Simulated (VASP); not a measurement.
Set up this calculation in VASP 6.6.1, as the native input.

- Task: single point
- Functional: PBE
- Potentials or basis: VASP PAW PBE potentials, release 64 (W_sv, Se)
- Cutoff: 520 eV
- k mesh: 12 × 12 × 12
- Occupations: gaussian, width 0.1 eV
- Spin: collinear spin
- Starting moments: [1.0, 0.0] μB
- Dipole correction: no
- Further INCAR settings: ALGO = Normal; EDIFF = 1e-06; NBANDS = 21

The structure of WSe lies in POSCAR:

```
WSe
1.0
    0.0000000000      2.6353700938      2.6353700938
    2.6353700938      0.0000000000      2.6353700938
    2.6353700938      2.6353700938      0.0000000000
W Se
1 1
Direct
    0.0000000000      0.0000000000      0.0000000000
    0.2500000000      0.2500000000      0.2500000000
```

The input as run:

INCAR

```
SYSTEM = WSe
PREC = Accurate ; ENCUT = 520
EDIFF = 1E-6 ; ISMEAR = 0
SIGMA = 0.1 ; LREAL = .False.
LASPH = .True. ; NELM = 150
ALGO = Normal ; ISIF = 2
LWAVE = .False. ; LCHARG = .True.
ISPIN = 2 ; MAGMOM = 1 0
LORBIT = 11 ; LMAXMIX = 4
GGA = PE ; LELF = .True.
LVHAR = .True. ; NBANDS = 21
```

KPOINTS

```
Automatic mesh
0
Gamma
  12 12 12
  0 0 0
```

Potentials or basis: VASP PAW PBE potentials, release 64 (W_sv, Se).

Command:

```sh
$ cat potpaw_PBE.64/W_sv/POTCAR potpaw_PBE.64/Se/POTCAR > POTCAR
$ mpirun -np 1 vasp_std > vasp.out
```

It gave:

```json
{
 "Pressure": "41.9 GPa",
 "Band gap on the k mesh": "zero (filled and empty bands overlap)",
 "Net moment": "0.00 μB per cell",
 "Valence electrons inside the program's atomic spheres": "W 12.47; Se 4.28"
}
```

Caveat: the cell stands under pressure; spin-orbit coupling is left out, which moves the levels of the heavy elements.

Run time: 110 s on 1 thread of Intel(R) Xeon(R) Platinum 8259CL CPU @ 2.50GHz (Skylake/Cascade Lake), on a shared host, peak memory 0.23 GiB.
